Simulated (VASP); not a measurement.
# SiC (NiAs type) (P6_3/mmc) in VASP: further runs

Runs on SiC (NiAs type). Level: PBE. Tasks: relaxation of cell and atoms, single point.

All numbers are computed with VASP 6.6.1; they aren't measurements. Logs are shortened: lines on timing, memory, paths and dates and some standing lists are left out, and cuts for length are marked.

## (1) The cell of the first run

It takes space group P6_3/mmc (No. 194, hexagonal). The conventional cell has a = 2.592 Å, b = 2.592 Å, c = 4.018 Å, α = 90.00°, β = 90.00°, γ = 120.00°. Si (site symmetry -3m) has 6 C at 1.80 Å and 2 Si at 2.01 Å within 2.4 Å. C (site symmetry -6m2) has 6 Si at 1.80 Å within 2.4 Å.

## (2) Relaxation of cell and atoms, PBE, target pressure 190 GPa, at which the enthalpy is minimised

INCAR

```
SYSTEM = SiC
PREC     = Accurate       ! precision mode
ENCUT    = 600            ! plane-wave cutoff, eV
EDIFF    = 1E-6           ! SCF threshold, eV
ISMEAR   = -1             ! smearing method
SIGMA    = 0.05           ! smearing width, eV
LREAL    = .FALSE.        ! projectors in reciprocal space
LASPH    = .TRUE.         ! aspherical terms in the spheres
NELM     = 80             ! most SCF steps
ALGO     = Normal         ! electronic algorithm
ISIF     = 3              ! what is computed and relaxed
LWAVE    = .FALSE.        ! write WAVECAR
LCHARG   = .FALSE.        ! write CHGCAR
GGA      = PE             ! functional
IBRION   = 2              ! ionic algorithm
NSW      = 60             ! ionic steps
EDIFFG   = -0.005         ! ionic threshold
PSTRESS  = 1900.0
```

KPOINTS

```
regular mesh
0
G
  13 13 8
  0 0 0
```

POSCAR

```
SiC
1.0
    2.5922053674      0.0000000000      0.0000000000
   -1.2961026837      2.2449157000      0.0000000000
    0.0000000000      0.0000000000      4.0179183195
Si C
2 2
Direct
    0.0000000000      0.0000000000      0.0000000000
    0.0000000000      0.0000000000      0.5000000000
    0.3333333333      0.6666666667      0.2500000000
    0.6666666667      0.3333333333      0.7500000000
```

Potentials or basis: VASP PAW PBE potentials, release 64 (Si, C).

Started as:

```bash
$ cat potpaw_PBE.64/Si/POTCAR potpaw_PBE.64/C/POTCAR > POTCAR
$ mpirun -np 1 vasp_std > vasp.out
```

OUTCAR:

```text
SYSTEM = SiC
   PREC = Accurate
   ENCUT = 600
   EDIFF = 1E-6
   ISMEAR = -1
   LREAL = .FALSE.
   LASPH = .TRUE.
   NELM = 80
   ISIF = 3
   GGA = PE
   IBRION = 2
   NSW = 60
   EDIFFG = -0.005
   PSTRESS = 1900.0

 ion  position               nearest neighbor table
   1  0.000  0.000  0.000-   3 1.80   4 1.80   4 1.80   3 1.80   4 1.80   3 1.80   2 2.01   2 2.01

   2  0.000  0.000  0.500-   3 1.80   4 1.80   4 1.80   3 1.80   4 1.80   3 1.80   1 2.01   1 2.01

   3  0.333  0.667  0.250-   1 1.80   2 1.80   1 1.80   2 1.80   1 1.80   2 1.80
   4  0.667  0.333  0.750-   1 1.80   2 1.80   1 1.80   2 1.80   1 1.80   2 1.80

  LATTYP: Found a hexagonal cell.
 ALAT       =     2.5922053674
 C/A-ratio  =     1.5500000000

  Lattice vectors:

 A1 = (   2.5922053674,   0.0000000000,   0.0000000000)
 A2 = (  -1.2961026837,   2.2449157000,   0.0000000000)
 A3 = (   0.0000000000,   0.0000000000,   4.0179183195)

Analysis of symmetry for initial positions (statically):
=====================================================================
 Subroutine PRICEL returns:
 Original cell was already a primitive cell.

 Routine SETGRP: Setting up the symmetry group for a
 hexagonal supercell.

 Subroutine GETGRP returns: Found 24 space group operations
 (whereof 12 operations were pure point group operations)
 out of a pool of 24 trial point group operations.

The static configuration has the point symmetry D_3d.
 The point group associated with its full space group is D_6h.

Analysis of symmetry for dynamics (positions and initial velocities):
=====================================================================
 Subroutine PRICEL returns:
 Original cell was already a primitive cell.

 Routine SETGRP: Setting up the symmetry group for a
 hexagonal supercell.

 Subroutine GETGRP returns: Found 24 space group operations
 (whereof 12 operations were pure point group operations)
 out of a pool of 24 trial point group operations.

The dynamic configuration has the point symmetry D_3d.
 The point group associated with its full space group is D_6h.

 Subroutine INISYM returns: Found 24 space group operations
 (whereof 12 operations are pure point group operations),
 and found     1 'primitive' translations

----------------------------------------------------------------------------------------

                                     Primitive cell

  volume of cell :      23.3814

  direct lattice vectors                    reciprocal lattice vectors
     2.592205367  0.000000000  0.000000000     0.385771904  0.222725513  0.000000000
    -1.296102684  2.244915700  0.000000000     0.000000000  0.445451025  0.000000000
     0.000000000  0.000000000  4.017918319     0.000000000  0.000000000  0.248885099

  length of vectors
     2.592205367  2.592205367  4.017918319     0.445451025  0.445451025  0.248885099

  position of ions in fractional coordinates (direct lattice)
     0.000000000  0.000000000  0.000000000
     0.000000000  0.000000000  0.500000000
     0.333333333  0.666666667  0.250000000
     0.666666667  0.333333333  0.750000000

  ion indices of the primitive-cell ions
   primitive index   ion index
                 1           1
                 2           2
                 3           3
                 4           4

----------------------------------------------------------------------------------------

 KPOINTS: regular mesh

Automatic generation of k-mesh.
 Grid dimensions read from file:
 generate k-points for:   13   13    8

 Generating k-lattice:

  Cartesian coordinates                     Fractional coordinates (reciprocal lattice)
     0.029674762  0.017132732  0.000000000     0.076923077  0.000000000  0.000000000
     0.000000000  0.034265463  0.000000000     0.000000000  0.076923077  0.000000000
     0.000000000  0.000000000  0.031110637     0.000000000  0.000000000  0.125000000

  Length of vectors
     0.034265463  0.034265463  0.031110637

  Shift w.r.t. Gamma in fractional coordinates (k-lattice)
     0.000000000  0.000000000  0.000000000

 Subroutine IBZKPT returns following result:
 ===========================================

 Found    105 irreducible k-points:

 Following reciprocal coordinates:
            Coordinates               Weight
  0.000000  0.000000  0.000000      1.000000
  0.076923 -0.000000  0.000000      6.000000
  0.153846 -0.000000  0.000000      6.000000
  0.230769 -0.000000  0.000000      6.000000
  0.307692 -0.000000  0.000000      6.000000
  0.384615 -0.000000  0.000000      6.000000
[... 16 lines left out ...]
  0.076923 -0.000000  0.125000     12.000000
  0.153846 -0.000000  0.125000     12.000000
 [... further k-points ...]
   k-points           NKPTS =    105   k-points in BZ     NKDIM =    105   number of bands    NBANDS=     12
   number of dos      NEDOS =    301   number of ions     NIONS =      4
   total plane-waves  NPLWV =  18432
   dimension x,y,z NGX =    24 NGY =   24 NGZ =   32
   dimension x,y,z NGXF=    48 NGYF=   48 NGZF=   64
   ions per type =               2   2
   NGX,Y,Z   is equivalent  to a cutoff of  15.39, 15.39, 13.24 a.u.
   NGXF,Y,Z  is equivalent  to a cutoff of  30.78, 30.78, 26.48 a.u.
 SYSTEM =  SiC
   PREC   = accura    normal or accurate (medium, high low for compatibility)
   ISTART =      0    job   : 0-new  1-cont  2-samecut
   ICHARG =      2    charge: 1-file 2-atom 10-const
   ISPIN  =      1    spin polarized calculation?
   LNONCOLLINEAR =      F non collinear calculations
   LSORBIT =      F    spin-orbit coupling
   LASPH  =      T    aspherical Exc in radial PAW
   ENCUT  =  600.0 eV  44.10 Ry    6.64 a.u.   5.18  5.18  8.02*2*pi/ulx,y,z
   NELM   =     80;   NELMIN=  2; NELMDL= -5     # of ELM steps
   EDIFF  = 0.1E-05   stopping-criterion for ELM
   LREAL  =      F    real-space projection
   EDIFFG = -.5E-02   stopping-criterion for IOM
   NSW    =     60    number of steps for IOM
   IBRION =      2    ionic relax: 0-MD 1-quasi-New 2-CG
   NFREE  =      1    steps in history (QN), initial steepest desc. (CG)
   ISIF   =      3    stress and relaxation
   ISYM   =      2    0-nonsym 1-usesym 2-fastsym
   POTIM  = 0.5000    time-step for ionic-motion
   TEBEG  =    0.0;   TEEND  =   0.0 temperature during run
   PSTRESS= 1900.0 pullay stress
   NELECT =      16.0000    total number of electrons
   NUPDOWN=      -1.0000    fix difference up-down
   EMIN   =  10.00;   EMAX   =-10.00  energy-range for DOS
   EFERMI =   0.00;   METHOD = LEGACY
   ISMEAR =    -1;   SIGMA  =   0.05  broadening in eV -4-tet -1-fermi 0-gaus
   EFERMI_NEDOS =   21; number of points for ismear=-14 and -15
   IALGO  =     38    algorithm
   IMIX   =      4    mixing-type and parameters
     AMIX     =   0.40;   BMIX     =  1.00
     AMIX_MAG =   1.60;   BMIX_MAG =  1.00
  volume/ion in A,a.u.               =       5.85        39.45
  Fermi-wavevector in a.u.,A,eV,Ry     =   1.442640  2.726194 28.316584  2.081210
  Thomas-Fermi vector in A             =   2.561137
   LORBIT       =      0    0 simple, 1 ext, 2 COOP (PROOUT), +10 PAW based schemes
   GGA     = PE    functional components
   LHFCALC =     F    Hartree Fock is set to
   AEXX    =    0.0000 exact exchange contribution
   IVDW    =     0    specifies the selected vdW correction
   LEPSILON=     F    determine dielectric tensor
   LRPA    =     F    only Hartree local field effects (RPA)
 conjugate gradient relaxation of ions
 non-spin polarized calculation
  energy-cutoff  :      600.00
  volume of cell :       23.38
 maximum number of plane-waves:       792
 NGX is ok and might be reduce to    24
   NGX = 11   NGY = 11   NGZ = 17

--------------------------------------- Ionic step        1  -------------------------------------------

 number of electron      16.0000000 magnetization

 Free energy of the ion-electron system (eV)
  ---------------------------------------------------
  ext. energy  EPLUGINS =         0.00000000
  ---------------------------------------------------
  free energy    TOTEN  =       -21.58985270 eV

  energy without entropy =      -21.58910111  energy(sigma->0) =      -21.58947691

------------------------ aborting loop because EDIFF is reached ----------------------------------------

  FORCE on cell =-STRESS in cart. coord.  units (eV):
  Direction    XX          YY          ZZ          XY          YZ          ZX
  --------------------------------------------------------------------------------------
  -------------------------------------------------------------------------------------
  Total       23.2538770     23.2538770     44.5137396      0.0000000      0.0000000      0.0000000
  in kB     1593.4388724   1593.4388724   3050.2407338      0.0000000      0.0000000      0.0000000
  external PRESSURE =     179.0394928 kB  Pullay stress =    1900.0000000 kB
[... 103 lines left out ...]
  energy  without entropy=      -23.0546427530  energy(sigma->0) =      -23.05464544

  enthalpy is  TOTEN    =         5.5223223828 eV   P V=       28.5769705071

[... ionic steps 4 to 9 ...]

--------------------------------------- Ionic step       10  -------------------------------------------

 number of electron      16.0000001 magnetization

------------------------ aborting loop because EDIFF is reached ----------------------------------------
[... 75 lines left out ...]
--------------------------------------- Ionic step       12  -------------------------------------------

 number of electron      16.0000001 magnetization

 Free energy of the ion-electron system (eV)
  ---------------------------------------------------
  ext. energy  EPLUGINS =         0.00000000
  ---------------------------------------------------
  free energy    TOTEN  =       -22.46258149 eV

  energy without entropy =      -22.46258012  energy(sigma->0) =      -22.46258080

 E-fermi :  18.6599     XC(G=0): -14.2781

 val. band max:       18.1872817981   @ k =   0.0769  -0.0000   0.0000
 cond. band min:      19.1008610101   @ k =   0.3077   0.3077   0.0000
 fundamental gap:      0.9135792119
 Fermi energy:        18.6599444568

 k-point     1 :       0.0000    0.0000    0.0000
  band No.  band energies     occupation
      1      -4.5894      2.00000
      2       1.6228      2.00000
      3       3.3413      2.00000
      4      16.6012      2.00000
      5      16.6012      2.00000
      6      17.7396      2.00000
      7      18.1798      1.99987
      8      18.1798      1.99987
      9      23.4224      0.00000
     10      27.2576      0.00000
     11      28.7110      0.00000
     12      28.7110      0.00000
[... 331 lines left out ...]
 k-point    24 :       0.1538   -0.0000    0.1250
  band No.  band energies     occupation
      1      -3.8253      2.00000
      2       1.2641      2.00000
      3       5.0768      2.00000
      4      13.4095      2.00000
      5      15.4057      2.00000
      6      16.0816      2.00000
      7      16.6484      2.00000
      8      17.8135      2.00000
      9      23.5514      0.00000
     10      25.7603      0.00000
     11      27.5426      0.00000
     12      28.1068      0.00000

 [... further k-points ...]

------------------------ aborting loop because EDIFF is reached ----------------------------------------

  FORCE on cell =-STRESS in cart. coord.  units (eV):
  Direction    XX          YY          ZZ          XY          YZ          ZX
  --------------------------------------------------------------------------------------
  -------------------------------------------------------------------------------------
  Total       27.9526959     27.9526959     27.9577172      0.0000000      0.0000000      0.0000000
  in kB     1899.9884008   1899.9884009   1900.3297024      0.0000000      0.0000000      0.0000000
  external PRESSURE =       0.1021680 kB  Pullay stress =    1900.0000000 kB
[... 23 lines left out ...]
  energy  without entropy=      -22.4625801191  energy(sigma->0) =      -22.46258080

  enthalpy is  TOTEN    =         5.4902850788 eV   P V=       27.9528665655

 reached required accuracy - stopping structural energy minimisation
```

Run time: 57 s. Hardware: 1 thread of Intel Xeon 6975P-C (Granite Rapids), shared host; peak memory 0.17 GiB.

What came out:

```yaml
Free_energy: -22.4626 eV
Relaxed_volume: 5.89 Å³/atom
Relaxed_cell: a = 2.524 Å, b = 2.524 Å, c = 4.274 Å, α = 90.00°, β = 90.00°, γ = 120.00°
Space_group_after_relaxing_to_0.05_Å: P6_3/mmc (No. 194)
Energy_change_on_relaxing_the_enthalpy_is_what_falls: -218.2 meV/atom
Ionic_steps: 12
Pressure_after_relaxing: 190.0 GPa
Band_gap_on_the_k_mesh: 0.91 eV, indirect (least direct gap 3.41 eV)
```

The path:
```
step  energy change (eV)  largest force (eV/Å)  pressure (GPa)  volume (Å³)
   1              0.0000                0.0000          207.90        23.38
   2             -0.6493                0.0000          136.62        25.16
   3             -1.4648                0.0000          170.81        24.10
   4             -1.4143                0.0000          172.85        24.05
   5              0.8934                0.0000          243.28        22.29
   6             -0.8967                0.0000          189.20        23.59
   7             -0.8810                0.0000          189.69        23.58
   8             -0.8698                0.0000          190.01        23.57
   9             -0.8531                0.0000          190.70        23.55
  10             -0.8622                0.0000          190.34        23.56
  11             -0.8924                0.0000          189.40        23.59
  12             -0.8727                0.0000          190.01        23.57
```

Final structure:
```cif
data_structure
_symmetry_space_group_name_H-M 'P 1'
_symmetry_Int_Tables_number 1
_cell_length_a 2.5236
_cell_length_b 2.5236
_cell_length_c 4.2736
_cell_angle_alpha 90.000
_cell_angle_beta 90.000
_cell_angle_gamma 120.000
_cell_volume 23.57
loop_
_atom_site_label
_atom_site_type_symbol
_atom_site_fract_x
_atom_site_fract_y
_atom_site_fract_z
_atom_site_occupancy
Si1 Si 0.00000 0.00000 0.00000 1
Si2 Si 0.00000 0.00000 0.50000 1
C1 C 0.33333 0.66667 0.25000 1
C2 C 0.66667 0.33333 0.75000 1
```

Caveat: the cell is relaxed towards a set pressure, so the enthalpy falls and the energy may rise. PBE gaps usually lie below the measured ones, often by a third to a half.

## (3) Single point, PBE

This run uses another cell than the first one, of 5.90 Å³/atom, 1.009 times its volume.

INCAR

```
ALGO = Normal
EDIFF = 1E-6
ENCUT = 520
GGA = PE
ISIF = 2
ISMEAR = -1
LASPH = True
LCHARG = False
LREAL = False
LWAVE = False
NBANDS = 16
NELM = 60
PREC = Accurate
SIGMA = 0.05
```

KPOINTS

```
k-points
0
Gamma
  13 13 8
```

POSCAR

```
SiC
1.0
    2.5239896033      0.0000000000      0.0000000000
   -1.2619948016      2.1858391153      0.0000000000
    0.0000000000      0.0000000000      4.2765980371
Si C
2 2
Direct
    0.0000000000      0.0000000000      0.0000000000
    0.0000000000      0.0000000000      0.5000000000
    0.3333333333      0.6666666667      0.2500000000
    0.6666666667      0.3333333333      0.7500000000
```

Potentials or basis: VASP PAW PBE potentials, release 64 (Si, C).

Started as:

```bash
$ cat potpaw_PBE.64/Si/POTCAR potpaw_PBE.64/C/POTCAR > POTCAR
$ mpirun -np 1 vasp_std > vasp.out
```

Run time: 17 s. Hardware: 1 thread of AMD EPYC 9R45 (Zen 5), shared host; peak memory 0.12 GiB.

Results (log left out):

```yaml
Free_energy: -22.4839 eV
Pressure: 189.4 GPa
Band_gap_on_the_k_mesh: 0.90 eV, indirect (least direct gap 3.41 eV)
```

Stress tensor (GPa, compression positive):
```
189.77   0.00   0.00
  0.00 189.77   0.00
  0.00   0.00 188.68
```

Levels at points of the mesh, in eV from the valence-band top:
```
           k point  band 6  band 7  band 8  band 9  band 10  band 11
(0.00, 0.00, 0.00)   -0.47   -0.01   -0.01    5.23     9.07    10.52
(0.00, 0.00, 0.50)   -0.77   -0.77   -0.77    8.68     8.68     8.75
```

A k mesh can miss the band edges.

[end of part 1 of 2]
